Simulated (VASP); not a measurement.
# AlRu (Pm-3m) in VASP: notebook, part 2 of 2

VASP 6.6.1. Earlier steps stand in the parts before.

**4. Single point, PBE0**

This run uses another cell than the first one, of 12.58 Å³/atom.

Contents of POSCAR:

```
AlRu
1.0
    2.9305298028      0.0000000000      0.0000000000
    0.0000000000      2.9305298028      0.0000000000
    0.0000000000      0.0000000000      2.9305298028
Ru Al
1 1
Direct
    0.5000000000      0.5000000000      0.5000000000
    0.0000000000      0.0000000000      0.0000000000
```

Contents of INCAR.step1:

```
PREC = Accurate ; ENCUT = 520
EDIFF = 1E-5 ; ISMEAR = -1
SIGMA = 0.05 ; LREAL = F
LASPH = T ; NELM = 60
ALGO = Normal ; ISIF = 2
LWAVE = T ; GGA = PE
NBANDS = 16
```

Contents of INCAR.step2:

```
PREC = Accurate ; ENCUT = 520
EDIFF = 1E-7 ; ISMEAR = -1
SIGMA = 0.05 ; LREAL = F
LASPH = T ; NELM = 60
ALGO = Normal ; ISIF = 2
LWAVE = F ; LCHARG = T
GGA = PE ; LHFCALC = T
AEXX = 0.25 ; PRECFOCK = Normal
LELF = T ; LVHAR = T
ISTART = 1 ; NBANDS = 16
```

Contents of KPOINTS:

```
regular mesh
0
Gamma
  6 6 6
```

Potentials or basis: VASP PAW PBE potentials, release 64 (Ru_pv, Al).

Started as:

```sh
$ cat potpaw_PBE.64/Ru_pv/POTCAR potpaw_PBE.64/Al/POTCAR > POTCAR
$ cp INCAR.step1 INCAR
$ mpirun -np 1 vasp_std > vasp.out
$ cp INCAR.step2 INCAR
$ mpirun -np 1 vasp_std > vasp.out
```

OUTCAR:

```text
PREC = Accurate
   ENCUT = 520
   EDIFF = 1E-7
   ISMEAR = -1
   LREAL = F
   LASPH = T
   NELM = 60
   ISIF = 2
   GGA = PE
   LHFCALC = T
   AEXX = 0.25
   PRECFOCK = Normal
   ISTART = 1

 ion  position               nearest neighbor table
   1  0.500  0.500  0.500-   2 2.54   2 2.54   2 2.54   2 2.54   2 2.54   2 2.54   2 2.54   2 2.54

   2  0.000  0.000  0.000-   1 2.54   1 2.54   1 2.54   1 2.54   1 2.54   1 2.54   1 2.54   1 2.54

  LATTYP: Found a simple cubic cell.
 ALAT       =     2.9305298028

  Lattice vectors:

 A1 = (   2.9305298028,   0.0000000000,   0.0000000000)
 A2 = (   0.0000000000,   2.9305298028,   0.0000000000)
 A3 = (   0.0000000000,   0.0000000000,   2.9305298028)

Analysis of symmetry for initial positions (statically):
=====================================================================
 Subroutine PRICEL returns:
 Original cell was already a primitive cell.

 Routine SETGRP: Setting up the symmetry group for a
 simple cubic supercell.

 Subroutine GETGRP returns: Found 48 space group operations
 (whereof 48 operations were pure point group operations)
 out of a pool of 48 trial point group operations.

The static configuration has the point symmetry O_h .

Analysis of symmetry for dynamics (positions and initial velocities):
=====================================================================
 Subroutine PRICEL returns:
 Original cell was already a primitive cell.

 Routine SETGRP: Setting up the symmetry group for a
 simple cubic supercell.

 Subroutine GETGRP returns: Found 48 space group operations
 (whereof 48 operations were pure point group operations)
 out of a pool of 48 trial point group operations.

The dynamic configuration has the point symmetry O_h .

 Subroutine INISYM returns: Found 48 space group operations
 (whereof 48 operations are pure point group operations),
 and found     1 'primitive' translations

----------------------------------------------------------------------------------------

                                     Primitive cell

  volume of cell :      25.1674

  direct lattice vectors                    reciprocal lattice vectors
     2.930529803  0.000000000  0.000000000     0.341235226  0.000000000  0.000000000
     0.000000000  2.930529803  0.000000000     0.000000000  0.341235226  0.000000000
     0.000000000  0.000000000  2.930529803     0.000000000  0.000000000  0.341235226

  length of vectors
     2.930529803  2.930529803  2.930529803     0.341235226  0.341235226  0.341235226

  position of ions in fractional coordinates (direct lattice)
     0.500000000  0.500000000  0.500000000
     0.000000000  0.000000000  0.000000000

  ion indices of the primitive-cell ions
   primitive index   ion index
                 1           1
                 2           2

----------------------------------------------------------------------------------------

 KPOINTS: regular mesh

[... 23 lines left out ...]
            Coordinates               Weight
  0.000000  0.000000  0.000000      1.000000
  0.166667  0.000000  0.000000      6.000000
  0.333333  0.000000  0.000000      6.000000
  0.500000  0.000000  0.000000      3.000000
  0.166667  0.166667  0.000000     12.000000
  0.333333  0.166667  0.000000     24.000000
[... 12 lines left out ...]
  0.500000  0.500000  0.333333      6.000000
  0.500000  0.500000  0.500000      1.000000
   k-points           NKPTS =     20   k-points in BZ     NKDIM =    216   number of bands    NBANDS=     16
   number of dos      NEDOS =    301   number of ions     NIONS =      2
   total plane-waves  NPLWV =  13824
   dimension x,y,z NGX =    24 NGY =   24 NGZ =   24
   dimension x,y,z NGXF=    48 NGYF=   48 NGZF=   48
   ions per type =               1   1
   NGX,Y,Z   is equivalent  to a cutoff of  13.61, 13.61, 13.61 a.u.
   NGXF,Y,Z  is equivalent  to a cutoff of  27.23, 27.23, 27.23 a.u.
 SYSTEM =  unknown system
   PREC   = accura    normal or accurate (medium, high low for compatibility)
   ISTART =      1    job   : 0-new  1-cont  2-samecut
   ICHARG =      0    charge: 1-file 2-atom 10-const
   ISPIN  =      1    spin polarized calculation?
   LNONCOLLINEAR =      F non collinear calculations
   LSORBIT =      F    spin-orbit coupling
   LASPH  =      T    aspherical Exc in radial PAW
   ENCUT  =  520.0 eV  38.22 Ry    6.18 a.u.   5.45  5.45  5.45*2*pi/ulx,y,z
   NELM   =     60;   NELMIN=  2; NELMDL=  0     # of ELM steps
   EDIFF  = 0.1E-06   stopping-criterion for ELM
   LREAL  =      F    real-space projection
   EDIFFG = 0.1E-05   stopping-criterion for IOM
   NSW    =      0    number of steps for IOM
   IBRION =     -1    ionic relax: 0-MD 1-quasi-New 2-CG
   NFREE  =      0    steps in history (QN), initial steepest desc. (CG)
   ISIF   =      2    stress and relaxation
   ISYM   =      3    0-nonsym 1-usesym 2-fastsym
   POTIM  = 0.5000    time-step for ionic-motion
   TEBEG  =    0.0;   TEEND  =   0.0 temperature during run
   PSTRESS=    0.0 pullay stress
   NELECT =      17.0000    total number of electrons
   NUPDOWN=      -1.0000    fix difference up-down
   EMIN   =  10.00;   EMAX   =-10.00  energy-range for DOS
   EFERMI =   0.00;   METHOD = LEGACY
   ISMEAR =    -1;   SIGMA  =   0.05  broadening in eV -4-tet -1-fermi 0-gaus
   EFERMI_NEDOS =   21; number of points for ismear=-14 and -15
   IALGO  =     38    algorithm
   IMIX   =      1    mixing-type and parameters
     AMIX     =   0.40;   BMIX     =  1.00
     AMIX_MAG =   1.60;   BMIX_MAG =  1.00
  volume/ion in A,a.u.               =      12.58        84.92
  Fermi-wavevector in a.u.,A,eV,Ry     =   1.436410  2.714421 28.072531  2.063273
  Thomas-Fermi vector in A             =   2.555601
   LORBIT       =      0    0 simple, 1 ext, 2 COOP (PROOUT), +10 PAW based schemes
   GGA     = PE    functional components
   LHFCALC =     T    Hartree Fock is set to
   PRECFOCK=normal    Normal, Fast or Accurate (Low or Medium for compatibility)
   ENCUT4O =  -1.0   cutoff for four orbital integrals eV
   NKREDX  =     1    reduce k-point grid by
   NKREDY  =     1    reduce k-point grid by
   NKREDZ  =     1    reduce k-point grid by
   AEXX    =    0.2500 exact exchange contribution
   HFSCREEN=    0.0000 screening length (either q_TF or 0.3 A-1)
   HFSCREENC=   0.0000 screening length for correlation (either q_TF or 0.3 A-1)
   ENCUTFOCK=  -1.0 apply spherical cutoff to Coloumb kernel
   IVDW    =     0    specifies the selected vdW correction
   LEPSILON=     F    determine dielectric tensor
   LRPA    =     F    only Hartree local field effects (RPA)
 non-spin polarized calculation
  energy-cutoff  :      520.00
  volume of cell :       25.17
 maximum number of plane-waves:       691
 NGX is ok and might be reduce to    24
  NGX = 18; NGY = 18; NGZ = 18

 number of electron      17.0000003 magnetization

 Free energy of the ion-electron system (eV)
  ---------------------------------------------------
  ext. energy  EPLUGINS =         0.00000000
  ---------------------------------------------------
  free energy    TOTEN  =       -17.85125045 eV

  energy without entropy =      -17.84785338  energy(sigma->0) =      -17.84955192

 E-fermi :  10.9828     XC(G=0): -10.0925

 val. band max:       10.7410905656   @ k =   0.3333   0.3333   0.3333
 cond. band min:      11.0361496852   @ k =   0.5000   0.1667   0.0000
 fundamental gap:      0.2950591196
 Fermi energy:        10.9827557227

 k-point     1 :       0.0000    0.0000    0.0000
  band No.  band energies     occupation
      1     -33.7199      2.00000
      2     -33.7199      2.00000
      3     -33.7199      2.00000
      4      -0.3866      2.00000
      5       6.3940      2.00000
      6       6.3940      2.00000
[... 357 lines left out ...]
      3     -33.9694      2.00000
      4       5.0214      2.00000
      5       5.0214      2.00000
      6       5.0214      2.00000
[... 8 lines left out ...]
     15      21.8748      0.00000
     16      26.0177      0.00000

------------------------ aborting loop because EDIFF is reached ----------------------------------------

  FORCE on cell =-STRESS in cart. coord.  units (eV):
  Direction    XX          YY          ZZ          XY          YZ          ZX
  --------------------------------------------------------------------------------------
  -------------------------------------------------------------------------------------
  Total        1.6312656      1.6312656      1.6312656     -0.0000000      0.0000000     -0.0000000
  in kB      103.8476908    103.8476908    103.8476908     -0.0000000      0.0000000     -0.0000000
  external PRESSURE =     103.8476908 kB  Pullay stress =       0.0000000 kB

 VOLUME and BASIS-vectors are now :
 -----------------------------------------------------------------------------
  energy-cutoff  :      520.00
  volume of cell :       25.17
      direct lattice vectors                 reciprocal lattice vectors
     2.930529803  0.000000000  0.000000000     0.341235226  0.000000000  0.000000000
     0.000000000  2.930529803  0.000000000     0.000000000  0.341235226  0.000000000
     0.000000000  0.000000000  2.930529803     0.000000000  0.000000000  0.341235226

 POSITION                                       TOTAL-FORCE (eV/Angst)
 -----------------------------------------------------------------------------------
      1.46526      1.46526      1.46526         0.000000      0.000000      0.000000
      0.00000      0.00000      0.00000         0.000000      0.000000      0.000000
 -----------------------------------------------------------------------------------
    total drift:                                0.000000      0.000000      0.000000

  FREE ENERGIE OF THE ION-ELECTRON SYSTEM (eV)
  ---------------------------------------------------
  free  energy   TOTEN  =       -17.8512504524 eV

  energy  without entropy=      -17.8478533796  energy(sigma->0) =      -17.84955192
```

OSZICAR.step1:

```text
N       E                     dE             d eps       ncg     rms          rms(c)
DAV:   1     0.120511513620E+03    0.12051E+03   -0.90161E+03   664   0.983E+02
DAV:   2    -0.129085460868E+02   -0.13342E+03   -0.12760E+03   760   0.302E+02
DAV:   3    -0.148329679854E+02   -0.19244E+01   -0.19191E+01   800   0.376E+01
DAV:   4    -0.148470287670E+02   -0.14061E-01   -0.14047E-01   848   0.341E+00
DAV:   5    -0.148472038587E+02   -0.17509E-03   -0.17508E-03   720   0.375E-01    0.140E+01
DAV:   6    -0.142311127822E+02    0.61609E+00   -0.20679E+00   704   0.160E+01    0.248E+00
DAV:   7    -0.141803060499E+02    0.50807E-01   -0.11942E-01   648   0.398E+00    0.231E+00
DAV:   8    -0.141643161517E+02    0.15990E-01   -0.15508E-02   696   0.104E+00    0.190E-01
DAV:   9    -0.141641242078E+02    0.19194E-03   -0.41591E-04   792   0.206E-01    0.132E-01
DAV:  10    -0.141641181183E+02    0.60895E-05   -0.27454E-05   736   0.556E-02
   1 F= -.14164118E+02 E0= -.14155280E+02  d E =-.176765E-01
```

Wall time 40 min (1 thread of Intel Xeon Platinum 8488C (Sapphire Rapids), shared host); peak memory 0.16 GiB.

Results:

* Free energy: -17.8513 eV
* Pressure: 10.4 GPa
* Band gap on the k mesh: zero (an odd number of electrons rules out a gap without spin polarisation)

Caveat: the cell stands under pressure; the PAW data sets were made with another functional, which shifts forces and pressure a little.

**5. Relaxation of cell and atoms, PBEsol-based screened hybrid with 25 % exact exchange**

Contents of POSCAR:

```
AlRu
1.0
    2.9916000000      0.0000000000      0.0000000000
    0.0000000000      2.9916000000      0.0000000000
    0.0000000000      0.0000000000      2.9916000000
Ru Al
1 1
Direct
    0.5000000000      0.5000000000      0.5000000000
    0.0000000000      0.0000000000      0.0000000000
```

Contents of INCAR.step1:

```
  PREC = Accurate
  ENCUT = 600
  EDIFF = 1E-5
  ISMEAR = -1
  SIGMA = 0.05
  LREAL = F
  LASPH = T
  NELM = 80
  ALGO = Normal
  LWAVE = T
  LCHARG = F
  GGA = PE
  NBANDS = 16
```

Contents of INCAR.step2:

```
  PREC = Accurate
  ENCUT = 600
  EDIFF = 1E-7
  ISMEAR = -1
  SIGMA = 0.05
  LREAL = F
  LASPH = T
  NELM = 80
  ALGO = Normal
  ISIF = 3
  LWAVE = F
  LCHARG = F
  GGA = PS
  LHFCALC = T
  AEXX = 0.25
  HFSCREEN = 0.207
  PRECFOCK = Normal
  IBRION = 2
  NSW = 60
  EDIFFG = -0.01
  ISTART = 1
```

Contents of KPOINTS:

```
regular mesh
0
Gamma
  5 5 5
```

Started as:

```sh
$ cat potpaw_PBE.64/Ru_pv/POTCAR potpaw_PBE.64/Al/POTCAR > POTCAR
$ cp INCAR.step1 INCAR
$ mpirun -np 1 vasp_std > vasp.out
$ cp INCAR.step2 INCAR
$ mpirun -np 1 vasp_std > vasp.out
```

It took 25 min on 1 thread of Intel Xeon Platinum 8375C at 2.90GHz (Ice Lake), shared host; peak memory 0.25 GiB.

It converged, with:

```yaml
Free_energy: -17.4017 eV
Relaxed_volume: 13.00 Å³/atom
Relaxed_cell: a = 2.963 Å, b = 2.963 Å, c = 2.963 Å, α = 90.00°, β = 90.00°, γ = 90.00°
Space_group_after_relaxing_to_0.1_Å: Pm-3m (No. 221)
Energy_gained_by_relaxing: 8.1 meV/atom
Ionic_steps: 3
Pressure_after_relaxing: -0.1 GPa
Band_gap_on_the_k_mesh: zero (an odd number of electrons rules out a gap without spin polarisation)
```

The path:
```
step  energy change (eV)  largest force (eV/Å)  pressure (GPa)  volume (Å³)
   1              0.0000                0.0000           -6.47        26.77
   2              0.0321                0.0000           12.84        24.73
   3             -0.0162                0.0000           -0.07        26.00
```

Final structure:
```
Ru Al
1.0
     2.96263    0.00000    0.00000
     0.00000    2.96263    0.00000
     0.00000    0.00000    2.96263
Ru Al
1 1
Direct
  0.50000 0.50000 0.50000
  0.00000 0.00000 0.00000
```

Levels at points of the mesh, in eV from the Fermi level:
| k point | band 6 | band 7 | band 8 | band 9 | band 10 | band 11 | band 12 |
| --- | --- | --- | --- | --- | --- | --- | --- |
| (0.00, 0.00, 0.00) | -4.42 | -0.41 | -0.41 | -0.41 | 6.81 | 6.81 | 6.81 |

Caveat: the k points lie up to 0.42 Å⁻¹ apart in the final cell, too coarse for converged energies and pressures of a metal; the PAW data sets were made with another functional, which shifts forces and pressure a little.

**6. Relaxation of cell and atoms, PBE-based screened hybrid with 25 % exact exchange**

POSCAR is that of step 5.

Contents of INCAR.step1:

```
SYSTEM = AlRu
ALGO = Normal ; EDIFF = 1E-5
ENCUT = 600 ; GGA = PE
ISMEAR = -1 ; LASPH = .TRUE.
LCHARG = .FALSE. ; LREAL = .FALSE.
LWAVE = .TRUE. ; NBANDS = 16
NELM = 80 ; PREC = Accurate
SIGMA = 0.05
```

Contents of INCAR.step2:

```
SYSTEM = AlRu
AEXX = 0.25 ; ALGO = Normal
EDIFF = 1E-6 ; EDIFFG = -0.01
ENCUT = 600 ; GGA = PE
HFSCREEN = 0.3 ; IBRION = 2
ISIF = 3 ; ISMEAR = -1
ISTART = 1 ; LASPH = .TRUE.
LCHARG = .FALSE. ; LHFCALC = .TRUE.
LREAL = .FALSE. ; LWAVE = .FALSE.
NELM = 80 ; NSW = 60
PREC = Accurate ; PRECFOCK = Normal
SIGMA = 0.05
```

Contents of KPOINTS:

```
k-points
0
G
  5 5 5
  0 0 0
```

Potentials or basis: VASP PAW PBE potentials, release 64 (Ru_pv, Al).

Started as:

```sh
$ cat potpaw_PBE.64/Ru_pv/POTCAR potpaw_PBE.64/Al/POTCAR > POTCAR
$ cp INCAR.step1 INCAR
$ mpirun -np 1 vasp_std > vasp.out
$ cp INCAR.step2 INCAR
$ mpirun -np 1 vasp_std > vasp.out
```

Run time: 20 min. Hardware: 1 thread of Intel Xeon Platinum 8375C at 2.90GHz (Ice Lake), shared host; peak memory 0.26 GiB.

Results (log left out):

```yaml
Free_energy: -16.0710 eV
Relaxed_volume: 13.24 Å³/atom
Relaxed_cell: a = 2.981 Å, b = 2.981 Å, c = 2.981 Å, α = 90.00°, β = 90.00°, γ = 90.00°
Space_group_after_relaxing_to_0.1_Å: Pm-3m (No. 221)
Energy_gained_by_relaxing: 1.1 meV/atom
Ionic_steps: 3
Pressure_after_relaxing: 0.1 GPa
Band_gap_on_the_k_mesh: zero (an odd number of electrons rules out a gap without spin polarisation)
```

Step by step:
```csv
step,energy change (eV),largest force (eV/Å),pressure (GPa),volume (Å³)
1,0.0000,0.0000,-2.38,26.77
2,0.0036,0.0000,4.04,26.01
3,-0.0022,0.0000,0.06,26.48
```

Final structure:
```xyz
2
Lattice="2.9807 0.0000 0.0000 0.0000 2.9807 0.0000 0.0000 0.0000 2.9807" Properties=species:S:1:pos:R:3 pbc="T T T"
Ru    1.4903    1.4903    1.4903
Al    0.0000    0.0000    0.0000
```

Levels at points of the mesh, in eV from the Fermi level:
```
           k point  band 5  band 6  band 7  band 8  band 9  band 10  band 11  band 12
(0.00, 0.00, 0.00)   -4.15   -4.15   -0.32   -0.32   -0.32     6.59     6.59     6.59
```

Caveat: the k points lie up to 0.42 Å⁻¹ apart in the final cell, too coarse for converged energies and pressures of a metal; the PAW data sets were made with another functional, which shifts forces and pressure a little.

**7. Summary**

```tsv
task	level	cell	k mesh	cutoff (eV)	grid for exact exchange (PRECFOCK)	share of exact exchange	screening parameter	gap on the mesh (eV)	pressure (GPa)	relaxed volume (Å³/atom)
relaxation of cell and atoms	RPBE+D3(BJ)	relaxed from a = 2.992 Å, 2 atoms	9 × 9 × 9	600	-	-	-	none	0.0	11.79
relaxation of cell and atoms	RPBE+D4	relaxed from a = 2.992 Å, 2 atoms	9 × 9 × 9	600	-	-	-	none	0.0	13.11
single point	PBE0	a = 2.931 Å, 2 atoms	6 × 6 × 6	520	Normal	0.25	-	none	10.4	-
relaxation of cell and atoms	PBEsol-based screened hybrid with 25 % exact exchange	relaxed from a = 2.992 Å, 2 atoms	5 × 5 × 5	600	Normal	0.25	0.207 1/Å	none	-0.1	13.00
relaxation of cell and atoms	PBE-based screened hybrid with 25 % exact exchange	relaxed from a = 2.992 Å, 2 atoms	5 × 5 × 5	600	Normal	0.25	0.3 1/Å	none	0.1	13.24
```

Alike in all rows: potentials or basis VASP PAW PBE potentials, release 64 (Ru_pv, Al); no spin polarisation; smearing fermi-dirac 0.05 eV.

Caveats: some runs use coarse meshes; the PAW data sets were made with another functional, which shifts forces and pressure a little; the cell stands under pressure (at least some runs).

Total energies depend on the potentials used, so only differences within one code and one set of settings carry meaning.
